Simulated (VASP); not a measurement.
# NaMg6Co (Amm2) in VASP: single point with PBE

Aim: the single point of NaMg6Co with PBE.

Program: VASP 6.6.1. These are calculated values, not measurements. Logs are shortened: lines on timing, memory, paths and dates and some standing lists are left out, and cuts for length are marked.

## 1. The cell of the first run

Symmetry: Amm2, No. 38, orthorhombic system. Conventional cell: a = 4.923 Å, b = 6.423 Å, c = 10.590 Å, α = 90.00°, β = 90.00°, γ = 90.00°. Co (site symmetry mm2) has 10 Mg at 2.97 to 3.11 Å and 2 Na at 3.21 Å within 3.9 Å. Within 4.0 Å of Mg (site symmetry mm2) lie 10 Mg at 3.05 to 3.21 Å and 2 Na at 3.08 Å. Within 3.8 Å of Mg (site symmetry mm2) lie 10 Mg at 2.91 to 3.28 Å and 2 Co at 3.02 Å. Within 3.8 Å of Mg (site symmetry m) lie 8 Mg at 2.91 to 3.47 Å and 2 Co at 2.97 Å and 2 Na at 3.11 Å. Within 4.0 Å of Mg (site symmetry m) lie 8 Mg at 3.05 to 3.21 Å and 2 Co at 3.08 to 3.11 Å and 2 Na at 3.08 to 3.11 Å. Na (site symmetry mm2) has 10 Mg at 3.08 to 3.11 Å and 2 Co at 3.21 Å within 4.1 Å.

## 2. Single point, PBE, collinear spin, ferromagnetic start

File INCAR:

```
PREC = Accurate
ENCUT = 520
EDIFF = 1E-6
ISMEAR = -1
SIGMA = 0.05
LREAL = False
LASPH = True
NELM = 150
ALGO = Fast
ISIF = 2
LWAVE = False
LCHARG = False
ISPIN = 2
MAGMOM = 2 0 0 0 0 0 0 0
LORBIT = 11
LMAXMIX = 4
GGA = PE
NBANDS = 28
```

File KPOINTS:

```
regular mesh
0
Gamma
  6 5 5
```

File POSCAR:

```
NaMg6Co
1.0
    4.9228900000      0.0000000000      0.0000000000
    0.0000000000      3.2114350000      5.2950695000
    0.0000000000     -3.2114350000      5.2950695000
Co Mg Na
1 6 1
Direct
    0.5000000000      0.8373590000      0.8373590000
    0.0000000000      0.1625890000      0.1625890000
    0.0000000000      0.6727350000      0.6727350000
    0.0000000000      0.6803230000      0.1395310000
    0.0000000000      0.1395310000      0.6803230000
    0.5000000000      0.8351520000      0.3353820000
    0.5000000000      0.3353820000      0.8351520000
    0.5000000000      0.3369320000      0.3369320000
```

Potentials or basis: VASP PAW PBE potentials, release 64 (Co, Mg, Na_pv).

Run with:

```sh
cat potpaw_PBE.64/Co/POTCAR potpaw_PBE.64/Mg/POTCAR potpaw_PBE.64/Na_pv/POTCAR > POTCAR
mpirun -np 1 vasp_std > vasp.out
```

OUTCAR:

```text
PREC = Accurate
   ENCUT = 520
   EDIFF = 1E-6
   ISMEAR = -1
   LREAL = False
   LASPH = True
   NELM = 150
   ISIF = 2
   ISPIN = 2
   LORBIT = 11
   GGA = PE

 ion  position               nearest neighbor table
   1  0.500  0.837  0.837-   4 2.97   5 2.97   4 2.97   5 2.97   3 3.02   3 3.02   7 3.08   6 3.08
                             7 3.11   6 3.11
   2  0.000  0.163  0.163-   6 3.05   7 3.05   6 3.05   7 3.05   4 3.06   5 3.06   8 3.08   8 3.08
                             4 3.14   5 3.14   3 3.21   3 3.21
   3  0.000  0.673  0.673-   4 2.91   5 2.91   1 3.02   1 3.02   7 3.08   6 3.08   6 3.08   7 3.08
                             2 3.21   2 3.21   5 3.28   4 3.28
   4  0.000  0.680  0.140-   3 2.91   5 2.95   1 2.97   1 2.97   2 3.06   6 3.09   6 3.09   8 3.11
                             8 3.11   2 3.14   3 3.28   5 3.47
   5  0.000  0.140  0.680-   3 2.91   4 2.95   1 2.97   1 2.97   2 3.06   7 3.09   7 3.09   8 3.11
                             8 3.11   2 3.14   3 3.28   4 3.47
   6  0.500  0.835  0.335-   2 3.05   2 3.05   1 3.08   8 3.08   3 3.08   3 3.08   4 3.09   4 3.09
                             8 3.11   1 3.11   7 3.21   7 3.21
   7  0.500  0.335  0.835-   2 3.05   2 3.05   1 3.08   8 3.08   3 3.08   3 3.08   5 3.09   5 3.09
                             8 3.11   1 3.11   6 3.21   6 3.21
   8  0.500  0.337  0.337-   2 3.08   2 3.08   7 3.08   6 3.08   5 3.11   4 3.11   4 3.11   5 3.11
                             6 3.11   7 3.11

  LATTYP: Found a base centered orthorhombic cell.
 ALAT       =     6.4228700000
 B/A-ratio  =     1.6488172733
 C/A-ratio  =     0.7664626561

  Lattice vectors:

 A1 = (   0.0000000000,   3.2114350000,  -5.2950695000)
 A2 = (   0.0000000000,   3.2114350000,   5.2950695000)
 A3 = (   4.9228900000,   0.0000000000,   0.0000000000)

Analysis of symmetry for initial positions (statically):
=====================================================================
 Subroutine PRICEL returns:
 Original cell was already a primitive cell.

 Routine SETGRP: Setting up the symmetry group for a
 base centered orthorhombic supercell.

 Subroutine GETGRP returns: Found  4 space group operations
 (whereof  4 operations were pure point group operations)
 out of a pool of  8 trial point group operations.

The static configuration has the point symmetry C_2v.

Analysis of symmetry for dynamics (positions and initial velocities):
=====================================================================
 Subroutine PRICEL returns:
 Original cell was already a primitive cell.

 Routine SETGRP: Setting up the symmetry group for a
 base centered orthorhombic supercell.

 Subroutine GETGRP returns: Found  4 space group operations
 (whereof  4 operations were pure point group operations)
 out of a pool of  8 trial point group operations.

The dynamic configuration has the point symmetry C_2v.

Analysis of structural, dynamic, and magnetic symmetry:
=====================================================================
 Subroutine PRICEL returns:
 Original cell was already a primitive cell.

 Routine SETGRP: Setting up the symmetry group for a
 base centered orthorhombic supercell.

 Subroutine GETGRP returns: Found  4 space group operations
 (whereof  4 operations were pure point group operations)
 out of a pool of  8 trial point group operations.

The overall configuration has the point symmetry C_2v.

 Subroutine INISYM returns: Found  4 space group operations
 (whereof  4 operations are pure point group operations),
 and found     1 'primitive' translations

----------------------------------------------------------------------------------------

                                     Primitive cell

  volume of cell :     167.4252

  direct lattice vectors                    reciprocal lattice vectors
     4.922890000  0.000000000  0.000000000     0.203132713  0.000000000  0.000000000
     0.000000000  3.211435000  5.295069500     0.000000000  0.155693639  0.094427467
     0.000000000 -3.211435000  5.295069500     0.000000000 -0.155693639  0.094427467

  length of vectors
     4.922890000  6.192824539  6.192824539     0.203132713  0.182090789  0.182090789

  position of ions in fractional coordinates (direct lattice)
[... 78 lines left out ...]
   ions per type =               1   6   1
   NGX,Y,Z   is equivalent  to a cutoff of  13.51, 12.89, 12.89 a.u.
   NGXF,Y,Z  is equivalent  to a cutoff of  27.02, 25.77, 25.77 a.u.
 SYSTEM =  unknown system
   PREC   = accura    normal or accurate (medium, high low for compatibility)
   ISTART =      0    job   : 0-new  1-cont  2-samecut
   ICHARG =      2    charge: 1-file 2-atom 10-const
   ISPIN  =      2    spin polarized calculation?
   LNONCOLLINEAR =      F non collinear calculations
   LSORBIT =      F    spin-orbit coupling
   LASPH  =      T    aspherical Exc in radial PAW
   ENCUT  =  520.0 eV  38.22 Ry    6.18 a.u.   9.15 11.51 11.51*2*pi/ulx,y,z
   NELM   =    150;   NELMIN=  2; NELMDL= -5     # of ELM steps
   EDIFF  = 0.1E-05   stopping-criterion for ELM
   LREAL  =      F    real-space projection
   EDIFFG = 0.1E-04   stopping-criterion for IOM
   NSW    =      0    number of steps for IOM
   IBRION =     -1    ionic relax: 0-MD 1-quasi-New 2-CG
   NFREE  =      0    steps in history (QN), initial steepest desc. (CG)
   ISIF   =      2    stress and relaxation
   ISYM   =      2    0-nonsym 1-usesym 2-fastsym
   POTIM  = 0.5000    time-step for ionic-motion
   TEBEG  =    0.0;   TEEND  =   0.0 temperature during run
   PSTRESS=    0.0 pullay stress
   NELECT =      28.0000    total number of electrons
   NUPDOWN=      -1.0000    fix difference up-down
   EMIN   =  10.00;   EMAX   =-10.00  energy-range for DOS
   EFERMI =   0.00;   METHOD = LEGACY
   ISMEAR =    -1;   SIGMA  =   0.05  broadening in eV -4-tet -1-fermi 0-gaus
   EFERMI_NEDOS =   21; number of points for ismear=-14 and -15
   IALGO  =     68    algorithm
   IMIX   =      4    mixing-type and parameters
     AMIX     =   0.40;   BMIX     =  1.00
     AMIX_MAG =   1.60;   BMIX_MAG =  1.00
  volume/ion in A,a.u.               =      20.93       141.23
  Fermi-wavevector in a.u.,A,eV,Ry     =   0.901960  1.704457 11.068769  0.813532
  Thomas-Fermi vector in A             =   2.025105
   LORBIT       =     11    0 simple, 1 ext, 2 COOP (PROOUT), +10 PAW based schemes
   GGA     = PE    functional components
   LHFCALC =     F    Hartree Fock is set to
   AEXX    =    0.0000 exact exchange contribution
   IVDW    =     0    specifies the selected vdW correction
   LEPSILON=     F    determine dielectric tensor
   LRPA    =     F    only Hartree local field effects (RPA)
 spin polarized calculation
 RMM-DIIS sequential band-by-band and
  energy-cutoff  :      520.00
  volume of cell :      167.43
 maximum number of plane-waves:      4542
 NGX is ok and might be reduce to    40
   NGX = 19   NGY = 23   NGZ = 23

 number of electron      27.9999995 magnetization       1.2501289

 Free energy of the ion-electron system (eV)
  ---------------------------------------------------
  ext. energy  EPLUGINS =         0.00000000
  ---------------------------------------------------
  free energy    TOTEN  =       -15.78881620 eV

  energy without entropy =      -15.74287651  energy(sigma->0) =      -15.76584635

 E-fermi :   2.9079     XC(G=0):  -8.8479

 val. band max:        2.9043668440   @ k =   0.1667   0.0000   0.0000
 cond. band min:       2.9109014611   @ k =   0.1667   0.0000   0.0000
 fundamental gap:      0.0065346171
 Fermi energy:         2.9079129924

 spin component 1

 k-point     1 :       0.0000    0.0000    0.0000
  band No.  band energies     occupation
      1     -21.0617      1.00000
      2     -21.0497      1.00000
      3     -20.9892      1.00000
      4      -3.8051      1.00000
      5       0.4138      1.00000
      6       0.4670      1.00000
[... 685 lines left out ...]
     25       8.6419      0.00000
     26       8.8356      0.00000

 [... further k-points ...]

 spin component 2

 k-point     1 :       0.0000    0.0000    0.0000
  band No.  band energies     occupation
      1     -21.0586      1.00000
      2     -21.0501      1.00000
      3     -20.9978      1.00000
      4      -3.8088      1.00000
      5       0.5838      1.00000
      6       0.7303      1.00000
[... 685 lines left out ...]
     25       8.6672      0.00000
     26       8.8915      0.00000

 [... further k-points ...]

 [bands above 26 left out]

------------------------ aborting loop because EDIFF is reached ----------------------------------------

  FORCE on cell =-STRESS in cart. coord.  units (eV):
  Direction    XX          YY          ZZ          XY          YZ          ZX
  --------------------------------------------------------------------------------------
  -------------------------------------------------------------------------------------
  Total       -0.2710176      0.5412880      0.2370079      0.0000000      0.0000000      0.0000000
  in kB       -2.5935051      5.1798607      2.2680490      0.0000000      0.0000000      0.0000000
  external PRESSURE =       1.6181349 kB  Pullay stress =       0.0000000 kB

 VOLUME and BASIS-vectors are now :
 -----------------------------------------------------------------------------
  energy-cutoff  :      520.00
  volume of cell :      167.43
      direct lattice vectors                 reciprocal lattice vectors
     4.922890000  0.000000000  0.000000000     0.203132713  0.000000000  0.000000000
     0.000000000  3.211435000  5.295069500     0.000000000  0.155693639  0.094427467
     0.000000000 -3.211435000  5.295069500     0.000000000 -0.155693639  0.094427467

 POSITION                                       TOTAL-FORCE (eV/Angst)
 -----------------------------------------------------------------------------------
      2.46144      0.00000      8.86775         0.000000      0.000000      0.048444
      0.00000      0.00000      1.72184         0.000000      0.000000     -0.035066
      0.00000      0.00000      7.12436         0.000000      0.000000     -0.076755
      0.00000      1.73672      4.34118         0.000000      0.020124     -0.043275
      0.00000     -1.73672      4.34118         0.000000     -0.020124     -0.043275
      2.46144      1.60498      6.19806         0.000000      0.001437      0.047781
      2.46144     -1.60498      6.19806         0.000000     -0.001437      0.047781
      2.46144      0.00000      3.56816         0.000000      0.000000      0.054364
 -----------------------------------------------------------------------------------
    total drift:                               -0.000000      0.000000     -0.001368

  FREE ENERGIE OF THE ION-ELECTRON SYSTEM (eV)
  ---------------------------------------------------
  free  energy   TOTEN  =       -15.7888161972 eV

  energy  without entropy=      -15.7428765089  energy(sigma->0) =      -15.76584635

 total charge

# of ion       s       p       d       tot
------------------------------------------
    1        0.371   0.202   7.275   7.847
    2        0.232   0.134   0.011   0.377
    3        0.204   0.137   0.015   0.356
    4        0.215   0.133   0.013   0.362
    5        0.215   0.133   0.013   0.362
    6        0.212   0.131   0.012   0.355
    7        0.212   0.131   0.012   0.355
    8        0.114   6.009   0.000   6.123
--------------------------------------------------
tot          1.776   7.011   7.350  16.137

 magnetization (x)

# of ion       s       p       d       tot
------------------------------------------
    1        0.016   0.001   1.346   1.362
    2        0.000   0.009  -0.000   0.009
    3       -0.004  -0.003  -0.000  -0.007
    4       -0.004  -0.003  -0.001  -0.007
    5       -0.004  -0.003  -0.001  -0.007
    6       -0.002  -0.002  -0.000  -0.004
    7       -0.002  -0.002  -0.000  -0.004
    8       -0.002  -0.000   0.000  -0.003
--------------------------------------------------
tot         -0.001  -0.002   1.343   1.340
```

It took 8.5 min on 1 thread of Intel Xeon Platinum 8175M at 2.50GHz (Skylake/Cascade Lake), shared host; peak memory 0.53 GiB.

What came out:

| Item | Value |
| --- | --- |
| Free energy | -15.7888 eV |
| Pressure | 0.2 GPa |
| Largest force | 0.077 eV/Å |
| Net moment | 1.25 μB per cell |
| Site moments | Co +1.36; Mg +0.01, -0.01, -0.00 (each value once); Na -0.00 μB |
| Valence electrons inside the program's atomic spheres | Co 7.85; Mg 0.38, 0.36, 0.35 (each value once); Na 6.12 |

Forces on the atoms (eV/Å):
```
Co   0.000  0.000  0.048
Mg   0.000  0.000 -0.035
Mg   0.000  0.000 -0.077
Mg   0.000  0.020 -0.043
Mg   0.000 -0.020 -0.043
Mg   0.000  0.001  0.048
Mg   0.000 -0.001  0.048
Na   0.000  0.000  0.054
```

Levels at points of the mesh, in eV from the Fermi level:
Spin up:
| k point | band 13 | band 14 | band 15 | band 16 | band 17 | band 18 |
| --- | --- | --- | --- | --- | --- | --- |
| (0.00, 0.00, 0.00) | -1.19 | -0.94 | -0.93 | -0.58 | 0.47 | 3.14 |
| (0.50, 0.00, 0.00) | -0.71 | -0.41 | -0.13 | 0.01 | 0.21 | 0.34 |
Spin down:
```csv
k point,band 12,band 13,band 14,band 15,band 16,band 17
"(0.00, 0.00, 0.00)",-0.67,-0.39,-0.34,0.07,0.31,0.98
"(0.50, 0.00, 0.00)",-0.59,-0.29,-0.23,-0.05,0.09,0.13
```
